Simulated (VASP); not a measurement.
# Al32H (a cell with a defect) in VASP: single point with PBE+D3(BJ)

Aim: the single point of Al32H (a cell with a defect) with PBE+D3(BJ).

Everything below comes from runs of VASP 6.6.1. Logs are shortened: lines on timing, memory, paths and dates and some standing lists are left out, and cuts for length are marked.

### Step 1. The cell of the first run

The cell holds a defect, 33 atoms: a = 8.100 Å, b = 8.100 Å, c = 8.100 Å, α = 90.00°, β = 90.00°, γ = 90.00°.

### Step 2. Single point, PBE+D3(BJ)

INCAR reads:

```
SYSTEM = Al32H
  ALGO = Normal
  EDIFF = 1E-6
  ENCUT = 520
  GGA = PE
  ISIF = 2
  ISMEAR = 0
  IVDW = 12
  LASPH = .True.
  LCHARG = .False.
  LREAL = Auto
  LWAVE = .False.
  NBANDS = 70
  NELM = 100
  PREC = Accurate
  SIGMA = 0.1
```

KPOINTS reads:

```
k-points
0
Gamma
  2 2 2
  0 0 0
```

POSCAR reads:

```
Al32H
1.0
    8.1000000000      0.0000000000      0.0000000000
    0.0000000000      8.1000000000      0.0000000000
    0.0000000000      0.0000000000      8.1000000000
Al H
32 1
Direct
    0.4980133333     -0.0052297531     -0.0055085185
    0.7490655556      0.2460062963     -0.0047130864
    0.7490635802     -0.0044333333      0.2457306173
    0.0009745679     -0.0049525926     -0.0052317284
    0.2483334568      0.2464104938     -0.0051371605
    0.4982134568      0.4980348148     -0.0052316049
    0.7506114815      0.7460696296     -0.0044970370
    0.2483330864     -0.0048561728      0.2461332099
    0.4986406173      0.2459290123      0.2456518519
    0.7492164198      0.4968072840      0.2457730864
    0.4982129630     -0.0049511111      0.4977559259
    0.7492145679      0.2460486420      0.4965269136
    0.7506130864     -0.0042177778      0.7457929630
    0.0006595062      0.4976239506     -0.0055432099
    0.2489380247      0.7460656790      0.0006417284
   -0.0017133333      0.2460592593      0.2457833333
    0.2481232099      0.4974129630      0.2459007407
    0.4975976543      0.7460450617      0.2461920988
    0.0006596296     -0.0052644444      0.4973454321
    0.2481228395      0.2461776543      0.4971319753
    0.4979423457      0.4976662963      0.4973867901
    0.7504029630      0.7458530864      0.4966164198
    0.2489367901      0.0009164198      0.7457888889
    0.4975950617      0.2464687654      0.7457666667
    0.7504017284      0.4968934568      0.7455737037
    0.0000970370      0.7458287654      0.2459451852
    0.0009219753      0.4979728395      0.4976920988
    0.2490265432      0.7460898765      0.4925934568
    0.0000970370      0.2462206173      0.7455502469
    0.2490267901      0.4928681481      0.7458130864
    0.5100648148      0.7461483951      0.7458700000
   -0.0033924691      0.7461912346      0.7459134568
    0.2723459259      0.7492293827      0.7489759259
```

Potentials or basis: VASP PAW PBE potentials, release 64 (Al, H).

Command:

```sh
$ cat potpaw_PBE.64/Al/POTCAR potpaw_PBE.64/H/POTCAR > POTCAR
$ mpirun -np 1 vasp_std > vasp.out
```

OUTCAR:

```text
SYSTEM = Al32H
   EDIFF = 1E-6
   ENCUT = 520
   GGA = PE
   ISIF = 2
   ISMEAR = 0
   IVDW = 12
   LASPH = .True.
   LREAL = Auto
   NELM = 100
   PREC = Accurate
 IVDW          = 12

 ion  position               nearest neighbor table
   1  0.498  0.995  0.994-  31 2.85  23 2.85  15 2.85  24 2.87  18 2.87  13 2.87   7 2.87   5 2.87
                             8 2.87   2 2.88   3 2.88   9 2.88
   2  0.749  0.246  0.995-  16 2.86  13 2.86  25 2.87  29 2.87   9 2.87   3 2.87  24 2.87  10 2.87
                             1 2.88   4 2.88   6 2.88  14 2.88
   3  0.749  0.996  0.246-  16 2.86   7 2.86  22 2.87  26 2.87   9 2.87   2 2.87  18 2.87  12 2.87
                             1 2.88   4 2.88  11 2.88  19 2.88
   4  0.001  0.995  0.995-  23 2.85  15 2.85  32 2.85   5 2.86   8 2.86  13 2.86   7 2.86  29 2.87
                            26 2.87  16 2.88   2 2.88   3 2.88
   5  0.248  0.246  0.995-  23 2.83  30 2.84  29 2.85  24 2.85   4 2.86  14 2.86  16 2.87   9 2.87
                             1 2.87   6 2.87  17 2.88   8 2.88
   6  0.498  0.498  0.995-  31 2.85  15 2.85  30 2.85  18 2.86   7 2.87  24 2.87  17 2.87  25 2.87
                             5 2.87  10 2.88   2 2.88   9 2.88
   7  0.751  0.746  0.996-  31 2.81  32 2.84  14 2.86  25 2.86   4 2.86  13 2.86  10 2.86   3 2.86
                            26 2.86   6 2.87   1 2.87  18 2.89
   8  0.248  0.995  0.246-  15 2.83  28 2.84  26 2.85  18 2.85   4 2.86  19 2.86  16 2.87   9 2.87
                             1 2.87  11 2.87  20 2.88   5 2.88
   9  0.499  0.246  0.246-   3 2.87   2 2.87   8 2.87   5 2.87  12 2.87  10 2.87  20 2.88  17 2.88
[... 32 lines left out ...]
                             2 2.87  21 2.87   6 2.87  24 2.88
  26  0.000  0.746  0.246-  15 2.83  28 2.84  17 2.84   8 2.85  27 2.86  14 2.86  10 2.86   7 2.86
                            19 2.87  22 2.87   4 2.87   3 2.87
  27  0.001  0.498  0.498-  28 2.84  30 2.84  32 2.84  22 2.85  25 2.85  17 2.86  20 2.86  26 2.86
                            29 2.86  10 2.88  12 2.88  16 2.89
  28  0.249  0.746  0.493-  33 2.09  18 2.84  17 2.84   8 2.84  26 2.84  27 2.84  19 2.85  21 2.85
                            11 2.85  32 2.90  30 2.90  23 2.91  31 2.95
  29  0.000  0.246  0.746-  23 2.83  30 2.84  20 2.84   5 2.85  27 2.86  19 2.86  12 2.86  13 2.86
                            14 2.87  25 2.87   4 2.87   2 2.87
  30  0.249  0.493  0.746-  33 2.09  24 2.83  20 2.84   5 2.84  29 2.84  27 2.84  14 2.85  21 2.85
                             6 2.85  32 2.90  28 2.90  15 2.91  31 2.95
  31  0.510  0.746  0.746-  33 1.93  22 2.80  25 2.80   7 2.81  13 2.81  21 2.85   6 2.85  11 2.85
                             1 2.85  28 2.95  30 2.95  23 2.96  15 2.96
  32  0.997  0.746  0.746-  22 2.84  25 2.84  13 2.84   7 2.84  27 2.84  14 2.85  19 2.85   4 2.85
                            28 2.90  30 2.90  23 2.90  15 2.90
  33  0.272  0.749  0.749-  31 1.93  15 2.05  23 2.05  30 2.09  28 2.09

  LATTYP: Found a simple cubic cell.
 ALAT       =     8.1000000000

  Lattice vectors:

 A1 = (   8.1000000000,   0.0000000000,   0.0000000000)
 A2 = (   0.0000000000,   8.1000000000,   0.0000000000)
 A3 = (   0.0000000000,   0.0000000000,   8.1000000000)

Analysis of symmetry for initial positions (statically):
=====================================================================
 Subroutine PRICEL returns:
 Original cell was already a primitive cell.

 Routine SETGRP: Setting up the symmetry group for a
 simple cubic supercell.

 Subroutine GETGRP returns: Found  1 space group operations
 (whereof  1 operations were pure point group operations)
 out of a pool of 48 trial point group operations.

The static configuration has the point symmetry C_1 .

Analysis of symmetry for dynamics (positions and initial velocities):
=====================================================================
 Subroutine PRICEL returns:
 Original cell was already a primitive cell.

 Routine SETGRP: Setting up the symmetry group for a
 simple cubic supercell.

 Subroutine GETGRP returns: Found  1 space group operations
 (whereof  1 operations were pure point group operations)
 out of a pool of 48 trial point group operations.

The dynamic configuration has the point symmetry C_1 .

 Subroutine INISYM returns: Found  1 space group operations
 (whereof  1 operations are pure point group operations),
 and found     1 'primitive' translations

----------------------------------------------------------------------------------------

                                     Primitive cell

  volume of cell :     531.4410

  direct lattice vectors                    reciprocal lattice vectors
[... 88 lines left out ...]
  Cartesian coordinates                     Fractional coordinates (reciprocal lattice)
     0.061728395  0.000000000  0.000000000     0.500000000  0.000000000  0.000000000
     0.000000000  0.061728395  0.000000000     0.000000000  0.500000000  0.000000000
     0.000000000  0.000000000  0.061728395     0.000000000  0.000000000  0.500000000

  Length of vectors
     0.061728395  0.061728395  0.061728395

  Shift w.r.t. Gamma in fractional coordinates (k-lattice)
     0.000000000  0.000000000  0.000000000

 Subroutine IBZKPT returns following result:
 ===========================================

 Found      8 irreducible k-points:

 Following reciprocal coordinates:
            Coordinates               Weight
  0.000000  0.000000  0.000000      1.000000
  0.500000  0.000000  0.000000      1.000000
  0.000000  0.500000  0.000000      1.000000
  0.000000  0.000000  0.500000      1.000000
  0.500000  0.500000  0.000000      1.000000
  0.000000  0.500000  0.500000      1.000000
  0.500000  0.000000  0.500000      1.000000
  0.500000  0.500000  0.500000      1.000000
   k-points           NKPTS =      8   k-points in BZ     NKDIM =      8   number of bands    NBANDS=     70
   number of dos      NEDOS =    301   number of ions     NIONS =     33
   total plane-waves  NPLWV = 216000
   dimension x,y,z NGX =    60 NGY =   60 NGZ =   60
   dimension x,y,z NGXF=   120 NGYF=  120 NGZF=  120
   ions per type =              32   1
   NGX,Y,Z   is equivalent  to a cutoff of  12.31, 12.31, 12.31 a.u.
   NGXF,Y,Z  is equivalent  to a cutoff of  24.63, 24.63, 24.63 a.u.
 SYSTEM =  Al32H
   PREC   = accura    normal or accurate (medium, high low for compatibility)
   ISTART =      0    job   : 0-new  1-cont  2-samecut
   ICHARG =      2    charge: 1-file 2-atom 10-const
   ISPIN  =      1    spin polarized calculation?
   LNONCOLLINEAR =      F non collinear calculations
   LSORBIT =      F    spin-orbit coupling
   LASPH  =      T    aspherical Exc in radial PAW
   ENCUT  =  520.0 eV  38.22 Ry    6.18 a.u.  15.06 15.06 15.06*2*pi/ulx,y,z
   NELM   =    100;   NELMIN=  2; NELMDL= -5     # of ELM steps
   EDIFF  = 0.1E-05   stopping-criterion for ELM
   LREAL  =      T    real-space projection
   EDIFFG = 0.1E-04   stopping-criterion for IOM
   NSW    =      0    number of steps for IOM
   IBRION =     -1    ionic relax: 0-MD 1-quasi-New 2-CG
   NFREE  =      0    steps in history (QN), initial steepest desc. (CG)
   ISIF   =      2    stress and relaxation
   ISYM   =      2    0-nonsym 1-usesym 2-fastsym
   POTIM  = 0.5000    time-step for ionic-motion
   TEBEG  =    0.0;   TEEND  =   0.0 temperature during run
   PSTRESS=    0.0 pullay stress
   NELECT =      97.0000    total number of electrons
   NUPDOWN=      -1.0000    fix difference up-down
   EMIN   =  10.00;   EMAX   =-10.00  energy-range for DOS
   EFERMI =   0.00;   METHOD = LEGACY
   ISMEAR =     0;   SIGMA  =   0.10  broadening in eV -4-tet -1-fermi 0-gaus
   EFERMI_NEDOS =   21; number of points for ismear=-14 and -15
   IALGO  =     38    algorithm
   IMIX   =      4    mixing-type and parameters
     AMIX     =   0.40;   BMIX     =  1.00
     AMIX_MAG =   1.60;   BMIX_MAG =  1.00
  volume/ion in A,a.u.               =      16.10       108.68
  Fermi-wavevector in a.u.,A,eV,Ry     =   0.928639  1.754874 11.733269  0.862371
  Thomas-Fermi vector in A             =   2.054837
   LORBIT       =      0    0 simple, 1 ext, 2 COOP (PROOUT), +10 PAW based schemes
   GGA     = PE    functional components
   LHFCALC =     F    Hartree Fock is set to
   AEXX    =    0.0000 exact exchange contribution
   IVDW    =    12    specifies the selected vdW correction
   LEPSILON=     F    determine dielectric tensor
   LRPA    =     F    only Hartree local field effects (RPA)
 non-spin polarized calculation
 Gauss-broadening in eV      SIGMA  =   0.10
  energy-cutoff  :      520.00
  volume of cell :      531.44
 maximum number of plane-waves:     14400
   NGX = 31   NGY = 31   NGZ = 31

 number of electron      97.0000000 magnetization

 Free energy of the ion-electron system (eV)
  ---------------------------------------------------
  ext. energy  EPLUGINS =         0.00000000
  ---------------------------------------------------
  free energy    TOTEN  =      -122.40086455 eV

  energy without entropy =     -122.22809032  energy(sigma->0) =     -122.31447744

 E-fermi :   7.6104     XC(G=0): -10.1958

 val. band max:        7.5761059510   @ k =   0.5000   0.0000   0.0000
 cond. band min:       7.6293464683   @ k =   0.5000   0.0000   0.0000
 fundamental gap:      0.0532405173
 Fermi energy:         7.6104004767

 k-point     1 :       0.0000    0.0000    0.0000
  band No.  band energies     occupation
      1      -3.2905      2.00000
      2      -1.6432      2.00000
      3      -0.9221      2.00000
      4      -0.9182      2.00000
      5      -0.9028      2.00000
      6      -0.9008      2.00000
[... 493 lines left out ...]
     59      11.3124      0.00000
     60      11.3128      0.00000
 [bands above 60 left out]

------------------------ aborting loop because EDIFF is reached ----------------------------------------

 Edisp (eV)  -10.83414

 E8    (eV) :    -4.8241

  FORCE on cell =-STRESS in cart. coord.  units (eV):
  Direction    XX          YY          ZZ          XY          YZ          ZX
  --------------------------------------------------------------------------------------
  -------------------------------------------------------------------------------------
  Total      -9.96801   -10.39947   -10.39650    -0.00368    -0.03854    -0.00439
  in kB     -30.05136   -31.35210   -31.34315    -0.01110    -0.11618    -0.01325
  external pressure =      -30.92 kB  Pullay stress =        0.00 kB

 VOLUME and BASIS-vectors are now :
 -----------------------------------------------------------------------------
  energy-cutoff  :      520.00
  volume of cell :      531.44
      direct lattice vectors                 reciprocal lattice vectors
     8.100000000  0.000000000  0.000000000     0.123456790  0.000000000  0.000000000
     0.000000000  8.100000000  0.000000000     0.000000000  0.123456790  0.000000000
     0.000000000  0.000000000  8.100000000     0.000000000  0.000000000  0.123456790

 POSITION                                       TOTAL-FORCE (eV/Angst)
 -----------------------------------------------------------------------------------
      4.03391      8.05764      8.05538         0.010358      0.004810      0.004837
      6.06743      1.99265      8.06182         0.004789      0.002897      0.000690
      6.06741      8.06409      1.99042         0.004354      0.000646      0.003953
      0.00789      8.05988      8.05762        -0.001707     -0.002372     -0.001795
      2.01150      1.99592      8.05839         0.004548     -0.002440      0.001506
      4.03553      4.03408      8.05762         0.002216     -0.004059     -0.002229
[... 25 lines left out ...]
      8.07252      6.04415      6.04190        -0.003801      0.004173      0.002294
      2.20600      6.06876      6.06670        -0.080606     -0.007934     -0.008119
 -----------------------------------------------------------------------------------
    total drift:                                0.023137     -0.000332      0.004605

  FREE ENERGIE OF THE ION-ELECTRON SYSTEM (eV)
  ---------------------------------------------------
  free  energy   TOTEN  =      -133.2350000919 eV

  energy  without entropy=     -133.0622258584  energy(sigma->0) =     -133.14861298
```

Wall time 3.6 min (1 thread of Intel Xeon 6975P-C (Granite Rapids), shared host); peak memory 0.55 GiB.

What came out:

| Property | Result |
| --- | --- |
| Free energy | -133.2350 eV |
| Pressure | -3.1 GPa |
| Largest force | 0.081 eV/Å |
| Dispersion energy per atom | -0.328 eV |

Forces in eV/Å, atoms in the order of the input:
```
Al   0.010  0.005  0.005
Al   0.005  0.003  0.001
Al   0.004  0.001  0.004
Al  -0.002 -0.002 -0.002
Al   0.005 -0.002  0.002
Al   0.002 -0.004 -0.002
Al  -0.006  0.000 -0.002
Al   0.005  0.001 -0.002
Al   0.006  0.006  0.005
Al   0.001 -0.003  0.003
Al   0.002 -0.001 -0.004
Al   0.001  0.004 -0.001
Al  -0.006 -0.002  0.001
Al   0.003 -0.001  0.002
Al   0.002  0.000 -0.004
Al   0.007  0.003  0.003
Al   0.006 -0.003  0.004
Al   0.011  0.002 -0.004
Al   0.004  0.001 -0.001
Al   0.007  0.004 -0.004
Al   0.003  0.000 -0.001
Al   0.003  0.006 -0.004
Al   0.001 -0.003  0.000
Al   0.011 -0.004  0.002
Al   0.004 -0.005  0.007
Al   0.002  0.005  0.005
Al  -0.001 -0.011 -0.011
Al   0.004  0.003 -0.005
Al   0.002  0.006  0.006
Al   0.003 -0.004  0.003
Al  -0.013  0.001  0.002
Al  -0.004  0.004  0.002
H   -0.081 -0.008 -0.008
```

Stress tensor (GPa, compression positive):
```
-3.01  0.00  0.00
 0.00 -3.14 -0.01
 0.00 -0.01 -3.13
```

Caveat: the k points lie up to 0.39 Å⁻¹ apart.
